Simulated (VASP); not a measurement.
Set up this calculation in VASP 6.6.1, as the native input.

```
Task                   : single point
Functional             : PBE
Potentials or basis    : VASP PAW PBE potentials, release 64 (Si, S)
Cutoff                 : 520 eV
k mesh                 : 6 × 4 × 4
Occupations            : gaussian, width 0.2 eV
Spin                   : no spin polarisation
Dipole correction      : no
Further INCAR settings : ALGO = Normal; EDIFF = 1e-07; NBANDS = 38
```

The structure of Si5S lies in POSCAR:

```
Si5S
1.0
    0.0007380683     -0.0020797728      4.7990815591
    4.7879978372      0.0020049739     -0.0013070614
    0.0042116850      8.2018904664     -0.0049309329
Si S
10 2
Direct
    0.0010989625      0.3326827578      0.4745587691
   -0.0009028027      0.8334444714      1.0254517130
   -0.0000819882      0.8328325721      0.3691019789
   -0.0000246377      0.3333076698      0.7971806859
    0.0000851595      0.3335311756      0.1309099488
   -0.0000729776      0.8330779433      0.7028047856
    0.4999636557      0.8329579128      0.2897230473
    0.5000421861      0.3343605559      0.9059180631
    0.5000883702      0.3331735136      0.2102627309
    0.4998932729     -0.1638812867      0.5940703494
    0.5005685135      0.8331860790     -0.0305167734
    0.4993422857      0.3313266352      0.5305347013
```

The input as run:

INCAR

```
SYSTEM = Si5S
PREC     = Accurate       ! precision mode
ENCUT    = 520            ! plane-wave cutoff, eV
EDIFF    = 1E-7           ! SCF threshold, eV
ISMEAR   = 0              ! smearing method
SIGMA    = 0.2            ! smearing width, eV
LREAL    = .FALSE.        ! projectors in reciprocal space
LASPH    = .TRUE.         ! aspherical terms in the spheres
NELM     = 80             ! most SCF steps
ALGO     = Normal         ! electronic algorithm
ISIF     = 2              ! what is computed and relaxed
LWAVE    = .FALSE.        ! write WAVECAR
LCHARG   = .FALSE.        ! write CHGCAR
GGA      = PE             ! functional
NBANDS   = 38             ! bands
```

KPOINTS

```
regular mesh
0
G
  6 4 4
  0 0 0
```

Potentials or basis: VASP PAW PBE potentials, release 64 (Si, S).

Launch:

```bash
$ cat potpaw_PBE.64/Si/POTCAR potpaw_PBE.64/S/POTCAR > POTCAR
$ mpirun -np 1 vasp_std > vasp.out
```

It gave:

* Pressure: -0.1 GPa
* Largest force: 0.024 eV/Å
* Band gap on the k mesh: zero (band 26 reaches 10.02 eV, above the bottom of band 27 at 7.28 eV)

It took 2.6 min on 1 thread of Intel(R) Xeon(R) 6975P-C (Granite Rapids), on a shared host, peak memory 0.43 GiB.
